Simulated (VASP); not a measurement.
Input of a VASP 6.6.1 run:

File INCAR:

```
SYSTEM = LiF
PREC = Accurate
ENCUT = 520
EDIFF = 1E-6
ISMEAR = 0
SIGMA = 0.05
LREAL = .FALSE.
LASPH = .TRUE.
NELM = 100
ALGO = Normal
ISIF = 2
LWAVE = .FALSE.
LCHARG = .FALSE.
GGA = PE
NBANDS = 18
```

Contents of KPOINTS:

```
Automatic mesh
0
G
  9 9 6
  0 0 0
```

POSCAR

```
LiF
1.0
    3.1780349168      0.0000000000      0.0000000000
   -1.5890174584      2.7522589721      0.0000000000
    0.0000000000      0.0000000000      4.5525350183
Li F
2 2
Direct
    0.3333333333      0.6666666667      0.3810713234
    0.6666666667      0.3333333333      0.8810713234
    0.3333333333      0.6666666667      0.9939266766
    0.6666666667      0.3333333333      0.4939266766
```

Potentials or basis: VASP PAW PBE potentials, release 64 (Li_sv, F).

Run with:

```bash
$ cat potpaw_PBE.64/Li_sv/POTCAR potpaw_PBE.64/F/POTCAR > POTCAR
$ mpirun -np 1 vasp_std > vasp.out
```

(1) Predict the largest force.

(2) Predict the band gap on the k mesh.

Answers

(1) 0.495 eV/Å.

(2) 7.70 eV, direct.
